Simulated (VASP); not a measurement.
# FeAs2 (Pnnm) in VASP: a series of runs

The runs below take FeAs2 through single point, with LDA.

Everything below comes from runs of VASP 6.6.1. Logs are shortened: lines on timing, memory, paths and dates and some standing lists are left out, and cuts for length are marked.

**Measured values to compare with.**

“Huge Thermoelectric Power Factor: FeSb2 versus FeAs2 and RuSb2”, 2009, arxiv:0910.0784 reports, for a bulk crystal of FeAs2: band gap 0.2 eV (from transport).

How close the calculation comes is told below.

## Step 1: The cell of the first run

The structure is orthorhombic, space group Pnnm (No. 58). Conventional cell: a = 5.164 Å, b = 5.803 Å, c = 2.784 Å, α = 90.00°, β = 90.00°, γ = 90.00°. Fe (site symmetry 2/m) has 6 As at 2.29 to 2.31 Å and 2 Fe at 2.78 Å within 3.0 Å. As (site symmetry m) has 3 Fe at 2.29 to 2.31 Å and 3 As at 2.46 to 2.78 Å within 3.0 Å.

## Step 2: Single point, LDA (13.91 Å³/atom)

INCAR reads:

```
  PREC = Accurate
  ENCUT = 520
  EDIFF = 1E-7
  ISMEAR = 0
  SIGMA = 0.01
  LREAL = False
  LASPH = True
  NELM = 80
  ALGO = Normal
  ISIF = 2
  LWAVE = False
  LCHARG = True
  GGA = CA
  LELF = True
  LVHAR = True
  NBANDS = 27
```

KPOINTS reads:

```
regular mesh
0
Gamma
  8 6 12
```

POSCAR reads:

```
FeAs2
1.0
    5.1644111062      0.0000000000      0.0000000000
    0.0000000000      5.8032146886      0.0000000000
    0.0000000000      0.0000000000      2.7840852609
Fe As
2 4
Direct
    0.0000000000      0.0000000000      0.0000000000
    0.5000000000      0.5000000000      0.5000000000
    0.1792099367      0.3602132261      0.0000000000
    0.8207900633      0.6397867739      0.0000000000
    0.6792099367      0.1397867739      0.5000000000
    0.3207900633      0.8602132261      0.5000000000
```

Potentials or basis: VASP PAW LDA potentials, release 64 (Fe, As).

The run is started by

```bash
$ cat potpaw_LDA.64/Fe/POTCAR potpaw_LDA.64/As/POTCAR > POTCAR
$ mpirun -np 1 vasp_std > vasp.out
```

OUTCAR:

```text
PREC = Accurate
   ENCUT = 520
   EDIFF = 1E-7
   ISMEAR = 0
   LREAL = False
   LASPH = True
   NELM = 80
   ISIF = 2
   GGA = CA

 ion  position               nearest neighbor table
   1  0.000  0.000  0.000-   3 2.29   4 2.29   5 2.31   6 2.31   5 2.31   6 2.31
   2  0.500  0.500  0.500-   5 2.29   6 2.29   3 2.31   4 2.31   3 2.31   4 2.31
   3  0.179  0.360  0.000-   1 2.29   2 2.31   2 2.31   4 2.46
   4  0.821  0.640  0.000-   1 2.29   2 2.31   2 2.31   3 2.46
   5  0.679  0.140  0.500-   2 2.29   1 2.31   1 2.31   6 2.46
   6  0.321  0.860  0.500-   2 2.29   1 2.31   1 2.31   5 2.46

  LATTYP: Found a simple orthorhombic cell.
 ALAT       =     2.7840852609
 B/A-ratio  =     1.8549759157
 C/A-ratio  =     2.0844241985

  Lattice vectors:

 A1 = (   0.0000000000,   0.0000000000,   2.7840852609)
 A2 = (   5.1644111062,   0.0000000000,   0.0000000000)
 A3 = (   0.0000000000,   5.8032146886,   0.0000000000)

Analysis of symmetry for initial positions (statically):
=====================================================================
 Subroutine PRICEL returns:
 Original cell was already a primitive cell.

 Routine SETGRP: Setting up the symmetry group for a
 simple orthorhombic supercell.

 Subroutine GETGRP returns: Found  8 space group operations
 (whereof  4 operations were pure point group operations)
 out of a pool of  8 trial point group operations.

The static configuration has the point symmetry C_2h.
 The point group associated with its full space group is D_2h.

Analysis of symmetry for dynamics (positions and initial velocities):
=====================================================================
 Subroutine PRICEL returns:
 Original cell was already a primitive cell.

 Routine SETGRP: Setting up the symmetry group for a
 simple orthorhombic supercell.

 Subroutine GETGRP returns: Found  8 space group operations
 (whereof  4 operations were pure point group operations)
 out of a pool of  8 trial point group operations.

The dynamic configuration has the point symmetry C_2h.
 The point group associated with its full space group is D_2h.

 Subroutine INISYM returns: Found  8 space group operations
 (whereof  4 operations are pure point group operations),
 and found     1 'primitive' translations

----------------------------------------------------------------------------------------

                                     Primitive cell

  volume of cell :      83.4396

  direct lattice vectors                    reciprocal lattice vectors
     5.164411106  0.000000000  0.000000000     0.193632920  0.000000000  0.000000000
     0.000000000  5.803214689  0.000000000     0.000000000  0.172318285  0.000000000
     0.000000000  0.000000000  2.784085261     0.000000000  0.000000000  0.359184402

  length of vectors
     5.164411106  5.803214689  2.784085261     0.193632920  0.172318285  0.359184402

  position of ions in fractional coordinates (direct lattice)
     0.000000000  0.000000000  0.000000000
     0.500000000  0.500000000  0.500000000
     0.179209937  0.360213226  0.000000000
     0.820790063  0.639786774  0.000000000
     0.679209937  0.139786774  0.500000000
     0.320790063  0.860213226  0.500000000

  ion indices of the primitive-cell ions
   primitive index   ion index
                 1           1
                 2           2
                 3           3
                 4           4
                 5           5
                 6           6

----------------------------------------------------------------------------------------

 KPOINTS: regular mesh

Automatic generation of k-mesh.
 Grid dimensions read from file:
 generate k-points for:    8    6   12

 Generating k-lattice:

  Cartesian coordinates                     Fractional coordinates (reciprocal lattice)
     0.024204115  0.000000000  0.000000000     0.125000000  0.000000000  0.000000000
     0.000000000  0.028719714  0.000000000     0.000000000  0.166666667  0.000000000
     0.000000000  0.000000000  0.029932034     0.000000000  0.000000000  0.083333333

  Length of vectors
     0.024204115  0.028719714  0.029932034

  Shift w.r.t. Gamma in fractional coordinates (k-lattice)
     0.000000000  0.000000000  0.000000000

 Subroutine IBZKPT returns following result:
 ===========================================

 Found    140 irreducible k-points:

 Following reciprocal coordinates:
            Coordinates               Weight
  0.000000  0.000000  0.000000      1.000000
  0.125000  0.000000  0.000000      2.000000
  0.250000  0.000000  0.000000      2.000000
  0.375000  0.000000  0.000000      2.000000
  0.500000  0.000000  0.000000      1.000000
  0.000000  0.166667  0.000000      2.000000
[... 16 lines left out ...]
  0.250000  0.000000  0.083333      4.000000
  0.375000  0.000000  0.083333      4.000000
 [... further k-points ...]
   k-points           NKPTS =    140   k-points in BZ     NKDIM =    140   number of bands    NBANDS=     27
   number of dos      NEDOS =    301   number of ions     NIONS =      6
   total plane-waves  NPLWV =  46080
   dimension x,y,z NGX =    40 NGY =   48 NGZ =   24
   dimension x,y,z NGXF=    80 NGYF=   96 NGZF=   48
   ions per type =               2   4
   NGX,Y,Z   is equivalent  to a cutoff of  12.88, 13.75, 14.33 a.u.
   NGXF,Y,Z  is equivalent  to a cutoff of  25.75, 27.50, 28.66 a.u.
 SYSTEM =  unknown system
   PREC   = accura    normal or accurate (medium, high low for compatibility)
   ISTART =      0    job   : 0-new  1-cont  2-samecut
   ICHARG =      2    charge: 1-file 2-atom 10-const
   ISPIN  =      1    spin polarized calculation?
   LNONCOLLINEAR =      F non collinear calculations
   LSORBIT =      F    spin-orbit coupling
   LASPH  =      T    aspherical Exc in radial PAW
   ENCUT  =  520.0 eV  38.22 Ry    6.18 a.u.   9.60 10.79  5.18*2*pi/ulx,y,z
   NELM   =     80;   NELMIN=  2; NELMDL= -5     # of ELM steps
   EDIFF  = 0.1E-06   stopping-criterion for ELM
   LREAL  =      F    real-space projection
   EDIFFG = 0.1E-05   stopping-criterion for IOM
   NSW    =      0    number of steps for IOM
   IBRION =     -1    ionic relax: 0-MD 1-quasi-New 2-CG
   NFREE  =      0    steps in history (QN), initial steepest desc. (CG)
   ISIF   =      2    stress and relaxation
   ISYM   =      2    0-nonsym 1-usesym 2-fastsym
   POTIM  = 0.5000    time-step for ionic-motion
   TEBEG  =    0.0;   TEEND  =   0.0 temperature during run
   PSTRESS=    0.0 pullay stress
   NELECT =      36.0000    total number of electrons
   NUPDOWN=      -1.0000    fix difference up-down
   EMIN   =  10.00;   EMAX   =-10.00  energy-range for DOS
   EFERMI =   0.00;   METHOD = LEGACY
   ISMEAR =     0;   SIGMA  =   0.01  broadening in eV -4-tet -1-fermi 0-gaus
   EFERMI_NEDOS =   21; number of points for ismear=-14 and -15
   IALGO  =     38    algorithm
   IMIX   =      4    mixing-type and parameters
     AMIX     =   0.40;   BMIX     =  1.00
     AMIX_MAG =   1.60;   BMIX_MAG =  1.00
  volume/ion in A,a.u.               =      13.91        93.85
  Fermi-wavevector in a.u.,A,eV,Ry     =   1.237044  2.337673 20.820681  1.530277
  Thomas-Fermi vector in A             =   2.371627
   LORBIT       =      0    0 simple, 1 ext, 2 COOP (PROOUT), +10 PAW based schemes
   GGA     = CA    functional components
   LHFCALC =     F    Hartree Fock is set to
   AEXX    =    0.0000 exact exchange contribution
   IVDW    =     0    specifies the selected vdW correction
   LEPSILON=     F    determine dielectric tensor
   LRPA    =     F    only Hartree local field effects (RPA)
 non-spin polarized calculation
 Gauss-broadening in eV      SIGMA  =   0.01
  energy-cutoff  :      520.00
  volume of cell :       83.44
 maximum number of plane-waves:      2276
 NGX is ok and might be reduce to    40
   NGX = 19   NGY = 21   NGZ = 11

 number of electron      35.9999989 magnetization

 Free energy of the ion-electron system (eV)
  ---------------------------------------------------
  ext. energy  EPLUGINS =         0.00000000
  ---------------------------------------------------
  free energy    TOTEN  =       -42.49965498 eV

  energy without entropy =      -42.49965498  energy(sigma->0) =      -42.49965498

 E-fermi :   7.6771     XC(G=0): -12.1751

 val. band max:        7.5760732880   @ k =   0.5000   0.5000   0.5000
 cond. band min:       7.7755986147   @ k =   0.0000   0.0000   0.2500
 fundamental gap:      0.1995253267
 Fermi energy:         7.6771078945

 k-point     1 :       0.0000    0.0000    0.0000
  band No.  band energies     occupation
      1      -7.5442      2.00000
      2      -4.6550      2.00000
      3      -3.7443      2.00000
      4      -3.2158      2.00000
      5       0.7647      2.00000
      6       1.7041      2.00000
[... 19 lines left out ...]
     26      14.7353      0.00000
     27      15.0822      0.00000

 k-point     2 :       0.1250    0.0000    0.0000
  band No.  band energies     occupation
      1      -7.4636      2.00000
      2      -4.7569      2.00000
      3      -3.7198      2.00000
      4      -3.3723      2.00000
      5       1.1648      2.00000
      6       1.4870      2.00000
[... 19 lines left out ...]
     26      14.6940      0.00000
     27      14.8038      0.00000

 k-point     3 :       0.2500    0.0000    0.0000
  band No.  band energies     occupation
      1      -7.2242      2.00000
      2      -5.1290      2.00000
      3      -3.6584      2.00000
      4      -3.5587      2.00000
      5       1.0182      2.00000
      6       1.5936      2.00000
[... 594 lines left out ...]
      1      -7.0984      2.00000
      2      -5.0218      2.00000
      3      -3.5497      2.00000
      4      -3.4385      2.00000
      5       1.1333      2.00000
      6       1.6994      2.00000
[... 19 lines left out ...]
     26      13.4972      0.00000
     27      14.8897      0.00000

 k-point    24 :       0.3750    0.0000    0.0833
  band No.  band energies     occupation
      1      -6.7124      2.00000
      2      -5.5997      2.00000
      3      -3.4841      2.00000
      4      -3.4668      2.00000
      5       0.8310      2.00000
      6       1.0970      2.00000
[... 19 lines left out ...]
     26      13.2962      0.00000
     27      15.1037      0.00000

 [... further k-points ...]

------------------------ aborting loop because EDIFF is reached ----------------------------------------

  FORCE on cell =-STRESS in cart. coord.  units (eV):
  Direction    XX          YY          ZZ          XY          YZ          ZX
  --------------------------------------------------------------------------------------
  -------------------------------------------------------------------------------------
  Total        3.2948436      3.2556456      3.1861866      0.0000000      0.0000000      0.0000000
  in kB       63.2664413     62.5137752     61.1800480      0.0000000      0.0000000      0.0000000
  external PRESSURE =      62.3200882 kB  Pullay stress =       0.0000000 kB

 VOLUME and BASIS-vectors are now :
 -----------------------------------------------------------------------------
  energy-cutoff  :      520.00
  volume of cell :       83.44
      direct lattice vectors                 reciprocal lattice vectors
     5.164411106  0.000000000  0.000000000     0.193632920  0.000000000  0.000000000
     0.000000000  5.803214689  0.000000000     0.000000000  0.172318285  0.000000000
     0.000000000  0.000000000  2.784085261     0.000000000  0.000000000  0.359184402

 POSITION                                       TOTAL-FORCE (eV/Angst)
 -----------------------------------------------------------------------------------
      0.00000      0.00000      0.00000         0.000000      0.000000      0.000000
      2.58221      2.90161      1.39204         0.000000      0.000000      0.000000
      0.92551      2.09039      0.00000        -0.001011     -0.041069      0.000000
      4.23890      3.71282      0.00000         0.001011      0.041069      0.000000
      3.50772      0.81121      1.39204        -0.001011      0.041069      0.000000
      1.65669      4.99200      1.39204         0.001011     -0.041069      0.000000
 -----------------------------------------------------------------------------------
    total drift:                                0.000000      0.000000     -0.000000

  FREE ENERGIE OF THE ION-ELECTRON SYSTEM (eV)
  ---------------------------------------------------
  free  energy   TOTEN  =       -42.4996549793 eV

  energy  without entropy=      -42.4996549793  energy(sigma->0) =      -42.49965498
```

Run time: 3.4 min. Hardware: 1 thread of AMD EPYC 9R45 (Zen 5), shared host; peak memory 0.34 GiB.

Results:

```
Free energy            : -42.4997 eV
Pressure               : 6.2 GPa
Largest force          : 0.041 eV/Å
Band gap on the k mesh : 0.20 eV (least direct gap 0.53 eV)
```

Forces on the atoms (eV/Å):
```
Fe   0.000  0.000  0.000
Fe   0.000  0.000  0.000
As  -0.001 -0.041  0.000
As   0.001  0.041  0.000
As  -0.001  0.041  0.000
As   0.001 -0.041  0.000
```

Caveat: the cell stands under pressure.

(Continued in part 2 of 2.)
